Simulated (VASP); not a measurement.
# Mg9O8 (a cell with a defect) in VASP: a series of runs

Mg9O8 (a cell with a defect) is run at these levels: PBE; tasks: single point.

Everything below comes from runs of VASP 6.6.1. Logs are shortened: lines on timing, memory, paths and dates and some standing lists are left out, and cuts for length are marked.

## 1. The cell of the first run

The cell holds a defect, 17 atoms: a = 5.917 Å, b = 5.917 Å, c = 5.917 Å, α = 60.00°, β = 60.00°, γ = 60.00°.

## 2. Single point, PBE

File INCAR:

```
PREC = Accurate
ENCUT = 520
EDIFF = 1E-6
ISMEAR = -1
SIGMA = 0.05
LREAL = Auto
LASPH = True
NELM = 100
ALGO = Normal
ISIF = 2
LWAVE = False
LCHARG = True
GGA = PE
LELF = True
LVHAR = True
NBANDS = 47
```

File KPOINTS:

```
Automatic mesh
0
Gamma
  2 2 2
```

File POSCAR:

```
Mg9O8
1.0
    0.0000000000      4.1842000000      4.1842000000
    4.1842000000      0.0000000000      4.1842000000
    4.1842000000      4.1842000000      0.0000000000
Mg O
9 8
Direct
   -0.0338535443      0.0339969409     -0.0073490751
   -0.0112446824     -0.0067037904      0.5131566369
   -0.0131088380      0.4941565891      0.0145906027
    0.0103245543      0.5051383777      0.4836527891
    0.5188088523      0.0152717365      0.0126427991
    0.5347856221      0.0287390660      0.3822594522
    0.4952798623      0.4624659433      0.0498183643
    0.5013861670      0.4522489365      0.5270063572
    0.3931695426      0.8928827494      0.8200850820
    0.2370584580      0.2593805267      0.2354810955
    0.1805124038      0.2604082023      0.8107643038
    0.2633478323      0.7638258209      0.2416232494
    0.2598824148      0.7097414082      0.7651641891
    0.7469528225      0.2713063429      0.2417427465
    0.7667893504      0.2460207447      0.7410974619
    0.7880120453      0.7424836289      0.2299125281
    0.7496415085      0.7605874480      0.7891233689
```

Potentials or basis: VASP PAW PBE potentials, release 64 (Mg, O).

Launch:

```sh
$ cat potpaw_PBE.64/Mg/POTCAR potpaw_PBE.64/O/POTCAR > POTCAR
$ mpirun -np 1 vasp_std > vasp.out
```

OUTCAR:

```text
PREC = Accurate
   ENCUT = 520
   EDIFF = 1E-6
   ISMEAR = -1
   LREAL = Auto
   LASPH = True
   NELM = 100
   ISIF = 2
   GGA = PE

 ion  position               nearest neighbor table
   1  0.966  0.034  0.993-  11 1.86  15 1.89  16 1.99  14 2.04   9 2.07  12 2.29  13 2.33   6 2.44
                             5 2.65   7 2.68   3 2.85   2 2.90   4 2.91   4 3.03   2 3.03   3 3.07
   2  0.989  0.993  0.513-  17 1.99  15 2.02  12 2.10  14 2.15  10 2.16  13 2.19   8 2.80   5 2.88
                             1 2.90   4 2.92   3 2.96   3 2.96   4 3.01   6 3.02   1 3.03   6 3.04
   3  0.987  0.494  0.015-  11 1.84  14 1.94  17 1.95  16 1.95  10 1.97  13 2.05   1 2.85   4 2.88
                             7 2.91   5 2.94   2 2.96   8 2.96   2 2.96   8 2.97   5 3.00   7 3.03
   4  0.010  0.505  0.484-  16 1.99  10 2.07  15 2.10  11 2.13  12 2.14  17 2.35   7 2.73   3 2.88
                             8 2.89   1 2.91   2 2.92   6 3.00   6 3.00   2 3.01   1 3.03   3 3.04
   5  0.519  0.015  0.013-  10 1.98  17 2.00  15 2.01  16 2.05  12 2.13   9 2.14   6 2.28  11 2.30
                             1 2.65   7 2.69   8 2.75   2 2.88   3 2.94   3 3.00   2 3.06   8 3.20
   6  0.535  0.029  0.382-  16 1.89  10 1.91  14 1.97   9 2.12   5 2.28   7 2.31   1 2.44  13 2.54
                            17 2.67   8 2.92   4 3.00   4 3.00   2 3.02   2 3.04   8 3.16   1 3.50
   7  0.495  0.462  0.050-  14 1.87  10 1.96  12 2.09   9 2.13  13 2.18  15 2.21   6 2.31  17 2.32
                             1 2.68   5 2.69   4 2.73   8 2.81   3 2.91   3 3.03   8 3.11   4 3.21
   8  0.501  0.452  0.527-  14 1.98  15 2.02  13 2.08  11 2.19  12 2.21  16 2.41   5 2.75   2 2.80
                             7 2.81   4 2.89   6 2.92   3 2.96   3 2.97   4 3.05   9 3.11   7 3.11
   9  0.393  0.893  0.820-  17 1.79  13 1.83  11 1.88  12 2.04   1 2.07   6 2.12   7 2.13   5 2.14
                             8 3.11   2 3.27   2 3.35   4 3.36   4 3.39   8 3.46   3 3.50   3 3.54
  10  0.237  0.259  0.235-   6 1.91   7 1.96   3 1.97   5 1.98   4 2.07   2 2.16
  11  0.181  0.260  0.811-   3 1.84   1 1.86   9 1.88   4 2.13   8 2.19   5 2.30
  12  0.263  0.764  0.242-   9 2.04   7 2.09   2 2.10   5 2.13   4 2.14   8 2.21   1 2.29
  13  0.260  0.710  0.765-   9 1.83   3 2.05   8 2.08   7 2.18   2 2.19   1 2.33   6 2.54
  14  0.747  0.271  0.242-   7 1.87   3 1.94   6 1.97   8 1.98   1 2.04   2 2.15
  15  0.767  0.246  0.741-   1 1.89   5 2.01   2 2.02   8 2.02   4 2.10   7 2.21
  16  0.788  0.742  0.230-   6 1.89   3 1.95   1 1.99   4 1.99   5 2.05   8 2.41
  17  0.750  0.761  0.789-   9 1.79   3 1.95   2 1.99   5 2.00   7 2.32   4 2.35   6 2.67

  LATTYP: Found a face centered cubic cell.
 ALAT       =     8.3684000000

  Lattice vectors:

 A1 = (   0.0000000000,   4.1842000000,   4.1842000000)
 A2 = (   4.1842000000,   0.0000000000,   4.1842000000)
 A3 = (   4.1842000000,   4.1842000000,   0.0000000000)

Analysis of symmetry for initial positions (statically):
=====================================================================
 Subroutine PRICEL returns:
[... 151 lines left out ...]
   ISMEAR =    -1;   SIGMA  =   0.05  broadening in eV -4-tet -1-fermi 0-gaus
   EFERMI_NEDOS =   21; number of points for ismear=-14 and -15
   IALGO  =     38    algorithm
   IMIX   =      4    mixing-type and parameters
     AMIX     =   0.40;   BMIX     =  1.00
     AMIX_MAG =   1.60;   BMIX_MAG =  1.00
  volume/ion in A,a.u.               =       8.62        58.16
  Fermi-wavevector in a.u.,A,eV,Ry     =   1.254971  2.371551 21.428528  1.574952
  Thomas-Fermi vector in A             =   2.388750
   LORBIT       =      0    0 simple, 1 ext, 2 COOP (PROOUT), +10 PAW based schemes
   GGA     = PE    functional components
   LHFCALC =     F    Hartree Fock is set to
   AEXX    =    0.0000 exact exchange contribution
   IVDW    =     0    specifies the selected vdW correction
   LEPSILON=     F    determine dielectric tensor
   LRPA    =     F    only Hartree local field effects (RPA)
 non-spin polarized calculation
  energy-cutoff  :      520.00
  volume of cell :      146.51
 maximum number of plane-waves:      3984
 NGX is ok and might be reduce to    48
   NGX = 21   NGY = 21   NGZ = 21

 number of electron      66.0000004 magnetization

 Free energy of the ion-electron system (eV)
  ---------------------------------------------------
  ext. energy  EPLUGINS =         0.00000000
  ---------------------------------------------------
  free energy    TOTEN  =       -79.90684610 eV

  energy without entropy =      -79.86937455  energy(sigma->0) =      -79.88811032

 E-fermi :  10.3515     XC(G=0): -11.5126

 val. band max:       10.3084145758   @ k =   0.5000   0.5000   0.0000
 cond. band min:      10.3999590439   @ k =   0.0000   0.0000   0.0000
 fundamental gap:      0.0915444681
 Fermi energy:        10.3515021871

 k-point     1 :       0.0000    0.0000    0.0000
  band No.  band energies     occupation
      1     -13.7704      2.00000
      2     -12.5584      2.00000
      3     -12.4500      2.00000
      4     -12.4043      2.00000
      5     -12.2692      2.00000
      6     -12.0764      2.00000
[... 373 lines left out ...]
     44      15.2994      0.00000
     45      15.3672      0.00000
 [bands above 45 left out]

------------------------ aborting loop because EDIFF is reached ----------------------------------------

  FORCE on cell =-STRESS in cart. coord.  units (eV):
  Direction    XX          YY          ZZ          XY          YZ          ZX
  --------------------------------------------------------------------------------------
  -------------------------------------------------------------------------------------
  Total       48.3335678     48.2515781     45.3425596      2.6074721     -0.9577276     -4.0087487
  in kB      528.5573734    527.6607652    495.8488540     28.5143159    -10.4733415    -43.8381397
  external PRESSURE =     517.3556642 kB  Pullay stress =       0.0000000 kB

 VOLUME and BASIS-vectors are now :
 -----------------------------------------------------------------------------
  energy-cutoff  :      520.00
  volume of cell :      146.51
      direct lattice vectors                 reciprocal lattice vectors
     0.000000000  4.184200000  4.184200000    -0.119497156  0.119497156  0.119497156
     4.184200000  0.000000000  4.184200000     0.119497156 -0.119497156  0.119497156
     4.184200000  4.184200000  0.000000000     0.119497156  0.119497156 -0.119497156

 POSITION                                       TOTAL-FORCE (eV/Angst)
 -----------------------------------------------------------------------------------
      4.29570      8.19600      4.18480         0.877775      0.008560     -1.833348
      6.30330      6.28430      8.29330        -0.562400      0.271700      0.631152
      2.12870      4.19040      6.19700         0.934781      0.121121      1.078185
      4.13730      2.06690      2.15680         0.722613      0.558791     -0.783954
      0.11680      2.22370      2.23470        -0.256104     -0.101604     -0.202005
      1.71970      3.83710      2.35790         0.309858      1.163563     -0.533399
[... 9 lines left out ...]
      4.06870      4.25920      6.40390         0.438011     -0.263882     -0.322714
      6.48430      6.43850      6.31910        -1.452555      1.232830     -0.019574
 -----------------------------------------------------------------------------------
    total drift:                                0.000787     -0.000850     -0.002114

  FREE ENERGIE OF THE ION-ELECTRON SYSTEM (eV)
  ---------------------------------------------------
  free  energy   TOTEN  =       -79.9068460981 eV

  energy  without entropy=      -79.8693745474  energy(sigma->0) =      -79.88811032
```

Wall time 3 min (1 thread of Intel Xeon 8259CL, shared host); peak memory 0.32 GiB.

Results:

```yaml
Free_energy: -79.9068 eV
Pressure: 51.7 GPa
Largest_force: 2.033 eV/Å
Band_gap_on_the_k_mesh: 0.09 eV
```

Forces in eV/Å, atoms in the order of the input:
```
Mg   0.878  0.009 -1.833
Mg  -0.562  0.272  0.631
Mg   0.935  0.121  1.078
Mg   0.723  0.559 -0.784
Mg  -0.256 -0.102 -0.202
Mg   0.310  1.164 -0.533
Mg  -0.931 -1.223  0.644
Mg   1.141 -0.595  0.405
Mg  -0.271 -0.996  1.155
O    0.042  0.122 -0.351
O   -0.694  0.239  1.756
O   -0.464 -0.415 -0.489
O   -0.001 -0.292 -0.771
O   -0.555  1.099 -0.168
O    0.720 -0.930 -0.196
O    0.438 -0.264 -0.323
O   -1.453  1.233 -0.020
```

Stress tensor (GPa, compression positive):
```
52.86  2.85 -4.38
 2.85 52.77 -1.05
-4.38 -1.05 49.58
```

Caveat: the k points lie up to 0.65 Å⁻¹ apart.

## 3. Single point, PBE

File INCAR:

```
SYSTEM = Mg9O8
PREC     = Accurate       ! precision mode
ENCUT    = 520            ! plane-wave cutoff, eV
EDIFF    = 1E-6           ! SCF threshold, eV
ISMEAR   = -1             ! smearing method
SIGMA    = 0.05           ! smearing width, eV
LREAL    = Auto         
LASPH    = .TRUE.         ! aspherical terms in the spheres
NELM     = 100            ! most SCF steps
ALGO     = Normal         ! electronic algorithm
ISIF     = 2              ! what is computed and relaxed
LWAVE    = .FALSE.        ! write WAVECAR
LCHARG   = .FALSE.        ! write CHGCAR
GGA      = PE             ! functional
NBANDS   = 47             ! bands
```

File KPOINTS:

```
Automatic mesh
0
G
  2 2 2
  0 0 0
```

File POSCAR:

```
Mg9O8
1.0
    0.0000000000      4.1842000000      4.1842000000
    4.1842000000      0.0000000000      4.1842000000
    4.1842000000      4.1842000000      0.0000000000
Mg O
9 8
Direct
   -0.0321327852     -0.0541919602      0.0284283734
   -0.0756894986      0.0260025811      0.5030352278
   -0.0050547297      0.4925792266     -0.0074446728
    0.0366617275      0.4579370011      0.4945509297
    0.4994861622      0.1140122365      0.0131088380
    0.4768056020     -0.0419076526      0.4459036375
    0.5517781177      0.4673653267      0.0173390373
    0.5246044644      0.5228120071      0.4625615410
    0.4057884422      0.9222790498      0.8788537833
    0.2315137900      0.2751302519      0.2715214378
    0.2526886860      0.3003680512      0.7383729267
    0.1926772143      0.7309880025      0.2303427178
    0.2240930166      0.7485421347      0.7712465943
    0.7667057024      0.2852994599      0.2210099900
    0.8089359973      0.2304263659      0.7599899622
    0.7690239472      0.7008866689      0.2599182639
    0.7667176521      0.6985086755      0.7410018642
```

Potentials or basis: VASP PAW PBE potentials, release 64 (Mg, O).

Launch:

```sh
$ cat potpaw_PBE.64/Mg/POTCAR potpaw_PBE.64/O/POTCAR > POTCAR
$ mpirun -np 1 vasp_std > vasp.out
```

OUTCAR:

```text
SYSTEM = Mg9O8
   PREC = Accurate
   ENCUT = 520
   EDIFF = 1E-6
   ISMEAR = -1
   LREAL = Auto
   LASPH = .TRUE.
   NELM = 100
   ISIF = 2
   GGA = PE

 ion  position               nearest neighbor table
   1  0.968  0.946  0.028-  12 1.79  16 1.86  15 1.87  13 1.92   9 2.23  14 2.30   5 2.47  11 2.69
                             6 2.71   3 2.71   7 2.82   4 2.84   2 2.94   2 3.03   4 3.12   7 3.18
   2  0.924  0.026  0.503-  14 1.89  15 2.05  17 2.09  10 2.35  12 2.38  13 2.38   8 2.68   5 2.89
                             9 2.90   3 2.91   4 2.92   1 2.94   6 2.95   1 3.03   3 3.05   6 3.06
   3  0.995  0.493  0.993-  14 1.82  11 1.89  16 2.00  17 2.02  13 2.04  10 2.17   7 2.63   5 2.71
                             1 2.71   8 2.79   2 2.91   4 2.93   4 3.00   2 3.05   8 3.14   9 3.19
   4  0.037  0.458  0.495-  10 1.70  12 1.85  15 1.92  11 1.97  17 2.04  16 2.10   6 2.83   1 2.84
                             2 2.92   3 2.93   7 2.95   8 2.95   7 2.99   3 3.00   8 3.00   2 3.11
   5  0.499  0.114  0.013-  10 1.81  15 1.89   9 2.05   6 2.20  11 2.23   7 2.27  16 2.35   1 2.47
                             3 2.71   2 2.89   8 2.91   8 3.15   2 3.26   3 3.38   4 3.49
   6  0.477  0.958  0.446-  10 1.88  16 1.91  13 2.02   5 2.20   9 2.29   8 2.40  17 2.46  14 2.63
                             1 2.71  11 2.72   4 2.83   7 2.88   2 2.95   2 3.06   4 3.18   7 3.23
   7  0.552  0.467  0.017-  14 1.76  17 1.89  15 2.07  12 2.12  10 2.18   9 2.20   5 2.27  13 2.41
                             3 2.63   8 2.73   1 2.82   6 2.88   4 2.95   4 2.99   1 3.18   8 3.21
   8  0.525  0.523  0.463-  16 1.78  14 2.00  11 2.08  13 2.26   6 2.40  12 2.42  15 2.43   2 2.68
                             7 2.73   3 2.79   5 2.91   4 2.95   4 3.00   3 3.14   5 3.15   7 3.21
   9  0.406  0.922  0.879-  11 1.84  17 1.87  12 1.91   5 2.05   7 2.20   1 2.23  13 2.25   6 2.29
                             2 2.90   3 3.19   8 3.26   4 3.29   3 3.29   8 3.35   2 3.48
  10  0.232  0.275  0.272-   4 1.70   5 1.81   6 1.88   3 2.17   7 2.18   2 2.35
  11  0.253  0.300  0.738-   9 1.84   3 1.89   4 1.97   8 2.08   5 2.23   1 2.69   6 2.72
  12  0.193  0.731  0.230-   1 1.79   4 1.85   9 1.91   7 2.12   2 2.38   8 2.42
  13  0.224  0.749  0.771-   1 1.92   6 2.02   3 2.04   9 2.25   8 2.26   2 2.38   7 2.41
  14  0.767  0.285  0.221-   7 1.76   3 1.82   2 1.89   8 2.00   1 2.30   6 2.63
  15  0.809  0.230  0.760-   1 1.87   5 1.89   4 1.92   2 2.05   7 2.07   8 2.43
  16  0.769  0.701  0.260-   8 1.78   1 1.86   6 1.91   3 2.00   4 2.10   5 2.35
  17  0.767  0.699  0.741-   9 1.87   7 1.89   3 2.02   4 2.04   2 2.09   6 2.46
[... 184 lines left out ...]
 NGX is ok and might be reduce to    48
   NGX = 21   NGY = 21   NGZ = 21

 number of electron      66.0000004 magnetization

 Free energy of the ion-electron system (eV)
  ---------------------------------------------------
  ext. energy  EPLUGINS =         0.00000000
  ---------------------------------------------------
  free energy    TOTEN  =       -77.21970467 eV

  energy without entropy =      -77.18903897  energy(sigma->0) =      -77.20437182

 E-fermi :   9.4936     XC(G=0): -11.4864

 val. band max:        9.4545024953   @ k =   0.0000   0.5000   0.5000
 cond. band min:       9.4997240434   @ k =   0.5000   0.0000   0.5000
 fundamental gap:      0.0452215482
 Fermi energy:         9.4935885059

 k-point     1 :       0.0000    0.0000    0.0000
  band No.  band energies     occupation
      1     -13.8237      2.00000
      2     -12.5833      2.00000
      3     -12.5314      2.00000
      4     -12.3813      2.00000
      5     -12.2742      2.00000
      6     -11.9818      2.00000
[... 373 lines left out ...]
     44      15.2084      0.00000
     45      15.4156      0.00000
 [bands above 45 left out]

------------------------ aborting loop because EDIFF is reached ----------------------------------------

  FORCE on cell =-STRESS in cart. coord.  units (eV):
  Direction    XX          YY          ZZ          XY          YZ          ZX
  --------------------------------------------------------------------------------------
  -------------------------------------------------------------------------------------
  Total       58.7157967     52.2375634     57.7141391      1.3836670      1.6796056      8.7097813
  in kB      642.0934496    571.2499732    631.1397056     15.1312521     18.3675228     95.2468298
  external PRESSURE =     614.8277095 kB  Pullay stress =       0.0000000 kB

 VOLUME and BASIS-vectors are now :
 -----------------------------------------------------------------------------
  energy-cutoff  :      520.00
  volume of cell :      146.51
      direct lattice vectors                 reciprocal lattice vectors
     0.000000000  4.184200000  4.184200000    -0.119497156  0.119497156  0.119497156
     4.184200000  0.000000000  4.184200000     0.119497156 -0.119497156  0.119497156
     4.184200000  4.184200000  0.000000000     0.119497156  0.119497156 -0.119497156

 POSITION                                       TOTAL-FORCE (eV/Angst)
 -----------------------------------------------------------------------------------
      4.07640      4.16870      8.00720         1.061926     -1.197586      0.009480
      2.21360      5.97230      3.97630        -1.466797      2.198048     -0.166614
      6.21410      8.31610      6.22410         0.664314      0.082918      2.238831
      3.98540      2.22270      2.06950         5.067932     -0.063453     -0.352547
      0.53190      2.14480      2.56700        -1.140339     -1.520612      0.891918
      5.87460      3.86080      6.00390         1.466287      1.886929     -0.348074
[... 9 lines left out ...]
      4.02020      4.30530      6.15040         0.604827      0.324843      1.042441
      6.02320      6.30860      6.13080        -0.123694     -1.143373      1.307942
 -----------------------------------------------------------------------------------
    total drift:                               -0.002166      0.000637     -0.001964

  FREE ENERGIE OF THE ION-ELECTRON SYSTEM (eV)
  ---------------------------------------------------
  free  energy   TOTEN  =       -77.2197046701 eV

  energy  without entropy=      -77.1890389673  energy(sigma->0) =      -77.20437182
```

OSZICAR:

```text
N       E                     dE             d eps       ncg     rms          rms(c)
DAV:   1     0.370477393003E+03    0.37048E+03   -0.33089E+04   760   0.129E+03
DAV:   2    -0.676202179812E+02   -0.43810E+03   -0.42408E+03   964   0.286E+02
DAV:   3    -0.935906584884E+02   -0.25970E+02   -0.25840E+02   904   0.711E+01
DAV:   4    -0.937884622947E+02   -0.19780E+00   -0.19763E+00   880   0.682E+00
DAV:   5    -0.937899326916E+02   -0.14704E-02   -0.14703E-02   900   0.550E-01    0.230E+01
DAV:   6    -0.775746298895E+02    0.16215E+02   -0.58772E+01   852   0.358E+01    0.638E+00
DAV:   7    -0.773775361684E+02    0.19709E+00   -0.14302E+00   857   0.562E+00    0.397E+00
DAV:   8    -0.772266512338E+02    0.15088E+00   -0.25620E-01   890   0.322E+00    0.725E-01
DAV:   9    -0.772192437448E+02    0.74075E-02   -0.33644E-02   936   0.112E+00    0.266E-01
DAV:  10    -0.772194925299E+02   -0.24879E-03   -0.10809E-02   865   0.508E-01    0.157E-01
DAV:  11    -0.772195846162E+02   -0.92086E-04   -0.59670E-04   920   0.174E-01    0.800E-02
DAV:  12    -0.772196993085E+02   -0.11469E-03   -0.34630E-04   865   0.995E-02    0.214E-02
DAV:  13    -0.772197024323E+02   -0.31238E-05   -0.29744E-05   888   0.353E-02    0.116E-02
DAV:  14    -0.772197048446E+02   -0.24123E-05   -0.15718E-05   912   0.211E-02    0.604E-03
DAV:  15    -0.772197046701E+02    0.17443E-06   -0.19391E-06   624   0.117E-02
   1 F= -.77219705E+02 E0= -.77204372E+02  d E =-.306657E-01
```

stdout:

```text
POSCAR found type information on POSCAR MgO
 POSCAR found :  2 types and      17 ions
 scaLAPACK will be used
 LDA part: xc-table for (Slater+PW92), standard interpolation
 POSCAR, INCAR and KPOINTS ok, starting setup
 FFT: planning ... GRIDC
 FFT: planning ... GRID_SOFT
 FFT: planning ... GRID
 WAVECAR not read
 entering main loop
```

It took 3.4 min on 1 thread of Intel Xeon 8259CL, shared host; peak memory 0.33 GiB.

Results:

- Free energy: -77.2197 eV
- Pressure: 61.5 GPa
- Largest force: 5.081 eV/Å
- Band gap on the k mesh: zero (bands 33 and 34 overlap by 0.09 eV)

Forces in eV/Å, atoms in the order of the input:
```
Mg   1.062 -1.198  0.009
Mg  -1.467  2.198 -0.167
Mg   0.664  0.083  2.239
Mg   5.068 -0.063 -0.353
Mg  -1.140 -1.521  0.892
Mg   1.466  1.887 -0.348
Mg   0.086 -2.396 -1.302
Mg   0.365 -0.940 -4.131
Mg  -0.656 -0.418 -0.669
O   -3.890 -0.785 -0.148
O   -1.158  0.362  0.592
O    0.744  3.042  2.528
O   -1.684  0.266  1.975
O   -0.229  2.439 -2.731
O    0.289 -2.138 -0.736
O    0.605  0.325  1.042
O   -0.124 -1.143  1.308
```

Stress tensor (GPa, compression positive):
```
64.21  1.51  9.52
 1.51 57.12  1.84
 9.52  1.84 63.11
```

Caveat: the k points lie up to 0.65 Å⁻¹ apart.

(Continued in part 2 of 2.)

The gap in the log of VASP goes by the Fermi energy; the results here count the filled bands.